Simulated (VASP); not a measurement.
# SiO (Pm-3m) in VASP: a series of runs

The runs below take SiO through single point, with PBEsol-based screened hybrid with 25 % exact exchange, HSE06, PBE-based screened hybrid with 25 % exact exchange.

Program: VASP 6.6.1. These are calculated values, not measurements. Logs are shortened: lines on timing, memory, paths and dates and some standing lists are left out, and cuts for length are marked.

**1. The cell of the first run**

The structure is cubic, space group Pm-3m (No. 221). The conventional cell has a = 2.776 Å, b = 2.776 Å, c = 2.776 Å, α = 90.00°, β = 90.00°, γ = 90.00°. Within 3.2 Å of Si (site symmetry m-3m) lie 8 O at 2.40 Å and 6 Si at 2.78 Å. O (site symmetry m-3m) has 8 Si at 2.40 Å and 6 O at 2.78 Å within 3.2 Å.

**2. Single point, PBEsol-based screened hybrid with 25 % exact exchange**

POSCAR reads:

```
SiO
1.0
    2.7762359804      0.0000000000      0.0000000000
    0.0000000000      2.7762359804      0.0000000000
    0.0000000000      0.0000000000      2.7762359804
Si O
1 1
Direct
    0.0000000000      0.0000000000      0.0000000000
    0.5000000000      0.5000000000      0.5000000000
```

INCAR.step1 reads:

```
SYSTEM = SiO
  PREC = Accurate
  ENCUT = 520
  EDIFF = 1E-5
  ISMEAR = -1
  SIGMA = 0.05
  LREAL = .FALSE.
  LASPH = .TRUE.
  NELM = 60
  ALGO = Normal
  ISIF = 2
  LWAVE = .TRUE.
  LCHARG = .FALSE.
  GGA = PE
  NBANDS = 12
```

INCAR.step2 reads:

```
SYSTEM = SiO
  PREC = Accurate
  ENCUT = 520
  EDIFF = 1E-7
  ISMEAR = -1
  SIGMA = 0.05
  LREAL = .FALSE.
  LASPH = .TRUE.
  NELM = 60
  ALGO = Normal
  ISIF = 2
  LWAVE = .FALSE.
  LCHARG = .FALSE.
  GGA = PS
  LHFCALC = .TRUE.
  AEXX = 0.25
  HFSCREEN = 0.207
  PRECFOCK = Normal
  ISTART = 1
  NBANDS = 12
```

KPOINTS reads:

```
Automatic mesh
0
G
  5 5 5
  0 0 0
```

Potentials or basis: VASP PAW PBE potentials, release 64 (Si, O).

The run is started by

```console
> cat potpaw_PBE.64/Si/POTCAR potpaw_PBE.64/O/POTCAR > POTCAR
> cp INCAR.step1 INCAR
> mpirun -np 1 vasp_std > vasp.out
> cp INCAR.step2 INCAR
> mpirun -np 1 vasp_std > vasp.out
```

OUTCAR:

```text
SYSTEM = SiO
   PREC = Accurate
   ENCUT = 520
   EDIFF = 1E-7
   ISMEAR = -1
   LREAL = .FALSE.
   LASPH = .TRUE.
   NELM = 60
   ISIF = 2
   GGA = PS
   LHFCALC = .TRUE.
   AEXX = 0.25
   HFSCREEN = 0.207
   PRECFOCK = Normal
   ISTART = 1

 ion  position               nearest neighbor table
   1  0.000  0.000  0.000-   2 2.40   2 2.40   2 2.40   2 2.40   2 2.40   2 2.40   2 2.40   2 2.40

   2  0.500  0.500  0.500-   1 2.40   1 2.40   1 2.40   1 2.40   1 2.40   1 2.40   1 2.40   1 2.40

  LATTYP: Found a simple cubic cell.
 ALAT       =     2.7762359804

  Lattice vectors:

 A1 = (   2.7762359804,   0.0000000000,   0.0000000000)
 A2 = (   0.0000000000,   2.7762359804,   0.0000000000)
 A3 = (   0.0000000000,   0.0000000000,   2.7762359804)

Analysis of symmetry for initial positions (statically):
=====================================================================
 Subroutine PRICEL returns:
 Original cell was already a primitive cell.

 Routine SETGRP: Setting up the symmetry group for a
 simple cubic supercell.

 Subroutine GETGRP returns: Found 48 space group operations
 (whereof 48 operations were pure point group operations)
 out of a pool of 48 trial point group operations.

The static configuration has the point symmetry O_h .

Analysis of symmetry for dynamics (positions and initial velocities):
=====================================================================
 Subroutine PRICEL returns:
 Original cell was already a primitive cell.

 Routine SETGRP: Setting up the symmetry group for a
 simple cubic supercell.

 Subroutine GETGRP returns: Found 48 space group operations
 (whereof 48 operations were pure point group operations)
 out of a pool of 48 trial point group operations.

The dynamic configuration has the point symmetry O_h .

 Subroutine INISYM returns: Found 48 space group operations
 (whereof 48 operations are pure point group operations),
 and found     1 'primitive' translations

----------------------------------------------------------------------------------------

                                     Primitive cell

  volume of cell :      21.3978

  direct lattice vectors                    reciprocal lattice vectors
     2.776235980  0.000000000  0.000000000     0.360199928  0.000000000  0.000000000
     0.000000000  2.776235980  0.000000000     0.000000000  0.360199928  0.000000000
     0.000000000  0.000000000  2.776235980     0.000000000  0.000000000  0.360199928

  length of vectors
     2.776235980  2.776235980  2.776235980     0.360199928  0.360199928  0.360199928

  position of ions in fractional coordinates (direct lattice)
     0.000000000  0.000000000  0.000000000
     0.500000000  0.500000000  0.500000000

  ion indices of the primitive-cell ions
   primitive index   ion index
                 1           1
                 2           2

----------------------------------------------------------------------------------------

 KPOINTS: Automatic mesh

Automatic generation of k-mesh.
 Grid dimensions read from file:
 generate k-points for:    5    5    5

 Generating k-lattice:

  Cartesian coordinates                     Fractional coordinates (reciprocal lattice)
     0.072039986  0.000000000  0.000000000     0.200000000  0.000000000  0.000000000
     0.000000000  0.072039986  0.000000000     0.000000000  0.200000000  0.000000000
     0.000000000  0.000000000  0.072039986     0.000000000  0.000000000  0.200000000

  Length of vectors
     0.072039986  0.072039986  0.072039986

  Shift w.r.t. Gamma in fractional coordinates (k-lattice)
     0.000000000  0.000000000  0.000000000

 Subroutine IBZKPT returns following result:
 ===========================================

 Found     10 irreducible k-points:

 Following reciprocal coordinates:
            Coordinates               Weight
  0.000000  0.000000  0.000000      1.000000
  0.200000  0.000000  0.000000      6.000000
  0.400000  0.000000  0.000000      6.000000
  0.200000  0.200000  0.000000     12.000000
  0.400000  0.200000  0.000000     24.000000
  0.400000  0.400000  0.000000     12.000000
  0.200000  0.200000  0.200000      8.000000
  0.400000  0.200000  0.200000     24.000000
  0.400000  0.400000  0.200000     24.000000
  0.400000  0.400000  0.400000      8.000000
   k-points           NKPTS =     10   k-points in BZ     NKDIM =    125   number of bands    NBANDS=     12
   number of dos      NEDOS =    301   number of ions     NIONS =      2
   total plane-waves  NPLWV =  13824
   dimension x,y,z NGX =    24 NGY =   24 NGZ =   24
   dimension x,y,z NGXF=    48 NGYF=   48 NGZF=   48
   ions per type =               1   1
   NGX,Y,Z   is equivalent  to a cutoff of  14.37, 14.37, 14.37 a.u.
   NGXF,Y,Z  is equivalent  to a cutoff of  28.74, 28.74, 28.74 a.u.
 SYSTEM =  SiO
   PREC   = accura    normal or accurate (medium, high low for compatibility)
   ISTART =      1    job   : 0-new  1-cont  2-samecut
   ICHARG =      0    charge: 1-file 2-atom 10-const
   ISPIN  =      1    spin polarized calculation?
   LNONCOLLINEAR =      F non collinear calculations
   LSORBIT =      F    spin-orbit coupling
   LASPH  =      T    aspherical Exc in radial PAW
   ENCUT  =  520.0 eV  38.22 Ry    6.18 a.u.   5.16  5.16  5.16*2*pi/ulx,y,z
   NELM   =     60;   NELMIN=  2; NELMDL=  0     # of ELM steps
   EDIFF  = 0.1E-06   stopping-criterion for ELM
   LREAL  =      F    real-space projection
   EDIFFG = 0.1E-05   stopping-criterion for IOM
   NSW    =      0    number of steps for IOM
   IBRION =     -1    ionic relax: 0-MD 1-quasi-New 2-CG
   NFREE  =      0    steps in history (QN), initial steepest desc. (CG)
   ISIF   =      2    stress and relaxation
   ISYM   =      3    0-nonsym 1-usesym 2-fastsym
   POTIM  = 0.5000    time-step for ionic-motion
   TEBEG  =    0.0;   TEEND  =   0.0 temperature during run
   PSTRESS=    0.0 pullay stress
   NELECT =      10.0000    total number of electrons
   NUPDOWN=      -1.0000    fix difference up-down
   EMIN   =  10.00;   EMAX   =-10.00  energy-range for DOS
   EFERMI =   0.00;   METHOD = LEGACY
   ISMEAR =    -1;   SIGMA  =   0.05  broadening in eV -4-tet -1-fermi 0-gaus
   EFERMI_NEDOS =   21; number of points for ismear=-14 and -15
   IALGO  =     38    algorithm
   IMIX   =      1    mixing-type and parameters
     AMIX     =   0.40;   BMIX     =  1.00
     AMIX_MAG =   1.60;   BMIX_MAG =  1.00
  volume/ion in A,a.u.               =      10.70        72.20
  Fermi-wavevector in a.u.,A,eV,Ry     =   1.270433  2.400770 21.959805  1.614000
  Thomas-Fermi vector in A             =   2.403421
   LORBIT       =      0    0 simple, 1 ext, 2 COOP (PROOUT), +10 PAW based schemes
   GGA     = PS    functional components
   LHFCALC =     T    Hartree Fock is set to
   PRECFOCK=normal    Normal, Fast or Accurate (Low or Medium for compatibility)
   ENCUT4O =  -1.0   cutoff for four orbital integrals eV
   NKREDX  =     1    reduce k-point grid by
   NKREDY  =     1    reduce k-point grid by
   NKREDZ  =     1    reduce k-point grid by
   AEXX    =    0.2500 exact exchange contribution
   HFSCREEN=    0.2070 screening length (either q_TF or 0.3 A-1)
   HFSCREENC=   0.2070 screening length for correlation (either q_TF or 0.3 A-1)
   ENCUTFOCK=  -1.0 apply spherical cutoff to Coloumb kernel
   IVDW    =     0    specifies the selected vdW correction
   LEPSILON=     F    determine dielectric tensor
   LRPA    =     F    only Hartree local field effects (RPA)
 non-spin polarized calculation
  energy-cutoff  :      520.00
  volume of cell :       21.40
 maximum number of plane-waves:       588
 NGX is ok and might be reduce to    24
  NGX = 16; NGY = 16; NGZ = 16

 number of electron       9.9999999 magnetization

 Free energy of the ion-electron system (eV)
  ---------------------------------------------------
  ext. energy  EPLUGINS =         0.00000000
  ---------------------------------------------------
  free energy    TOTEN  =       -13.30026434 eV

  energy without entropy =      -13.30022224  energy(sigma->0) =      -13.30024329

 E-fermi :   8.2206     XC(G=0):  -9.6114

 val. band max:        7.8093270621   @ k =   0.2000   0.2000   0.2000
 cond. band min:       8.6548626524   @ k =   0.4000   0.4000   0.4000
 fundamental gap:      0.8455355903
 Fermi energy:         8.2206378031

 k-point     1 :       0.0000    0.0000    0.0000
  band No.  band energies     occupation
      1     -14.2494      2.00000
      2       0.4655      2.00000
      3       4.1019      2.00000
      4       4.1019      2.00000
      5       4.1019      2.00000
      6      14.9306      0.00000
      7      14.9306      0.00000
      8      17.8939      0.00000
      9      17.8939      0.00000
     10      17.8939      0.00000
     11      29.1053      0.00000
     12      29.1053      0.00000

 k-point     2 :       0.2000    0.0000    0.0000
  band No.  band energies     occupation
      1     -13.8443      2.00000
      2      -1.1970      2.00000
      3       4.3932      2.00000
      4       4.3932      2.00000
      5       4.8660      2.00000
      6      13.3266      0.00000
      7      15.6169      0.00000
      8      17.3537      0.00000
      9      17.3537      0.00000
     10      20.7347      0.00000
     11      27.4429      0.00000
     12      27.4429      0.00000

 k-point     3 :       0.4000    0.0000    0.0000
  band No.  band energies     occupation
      1     -13.0398      2.00000
      2      -3.5440      2.00000
      3       4.9260      2.00000
      4       4.9260      2.00000
      5       6.7804      2.00000
      6      10.3603      0.00000
      7      16.3145      0.00000
      8      16.3145      0.00000
      9      17.2911      0.00000
     10      24.1157      0.00000
     11      25.8127      0.00000
     12      26.1817      0.00000
[... 76 lines left out ...]
 k-point     9 :       0.4000    0.4000    0.2000
  band No.  band energies     occupation
      1     -11.9511      2.00000
      2      -0.6037      2.00000
      3       0.6545      2.00000
      4       3.9517      2.00000
      5       4.9793      2.00000
      6      10.8789      0.00000
      7      11.5806      0.00000
      8      15.2403      0.00000
      9      19.9768      0.00000
     10      22.7826      0.00000
     11      22.9986      0.00000
     12      27.8228      0.00000

 k-point    10 :       0.4000    0.4000    0.4000
  band No.  band energies     occupation
      1     -11.5326      2.00000
      2       0.9489      2.00000
      3       2.0287      2.00000
      4       2.0287      2.00000
      5       5.9540      2.00000
      6       8.6549      0.00034
      7       8.6549      0.00034
      8      11.8506      0.00000
      9      21.7333      0.00000
     10      22.6637      0.00000
     11      22.6637      0.00000
     12      33.8292      0.00000

------------------------ aborting loop because EDIFF is reached ----------------------------------------

  FORCE on cell =-STRESS in cart. coord.  units (eV):
  Direction    XX          YY          ZZ          XY          YZ          ZX
  --------------------------------------------------------------------------------------
  -------------------------------------------------------------------------------------
  Total        0.0056229      0.0056229      0.0056229     -0.0000000     -0.0000000      0.0000000
  in kB        0.4210166      0.4210166      0.4210166     -0.0000000     -0.0000000      0.0000000
  external PRESSURE =       0.4210166 kB  Pullay stress =       0.0000000 kB

 VOLUME and BASIS-vectors are now :
 -----------------------------------------------------------------------------
  energy-cutoff  :      520.00
  volume of cell :       21.40
      direct lattice vectors                 reciprocal lattice vectors
     2.776235980  0.000000000  0.000000000     0.360199928  0.000000000  0.000000000
     0.000000000  2.776235980  0.000000000     0.000000000  0.360199928  0.000000000
     0.000000000  0.000000000  2.776235980     0.000000000  0.000000000  0.360199928

 POSITION                                       TOTAL-FORCE (eV/Angst)
 -----------------------------------------------------------------------------------
      0.00000      0.00000      0.00000         0.000000      0.000000      0.000000
      1.38812      1.38812      1.38812         0.000000      0.000000      0.000000
 -----------------------------------------------------------------------------------
    total drift:                                0.000007      0.000004     -0.000009

  FREE ENERGIE OF THE ION-ELECTRON SYSTEM (eV)
  ---------------------------------------------------
  free  energy   TOTEN  =       -13.3002643351 eV

  energy  without entropy=      -13.3002222366  energy(sigma->0) =      -13.30024329
```

It took 98 s on 1 thread of AMD EPYC 9R14 (Zen 4), shared host; peak memory 0.2 GiB.

Results:

```yaml
Free_energy: -13.3003 eV
Pressure: 0.0 GPa
Band_gap_on_the_k_mesh: 0.85 eV (least direct gap 2.41 eV)
```

Caveat: the k points lie up to 0.45 Å⁻¹ apart; the PAW data sets were made with another functional, which shifts forces and pressure a little; an odd mesh through Γ misses points on the zone boundary, where band edges can lie.

(Continued in part 2 of 3.)
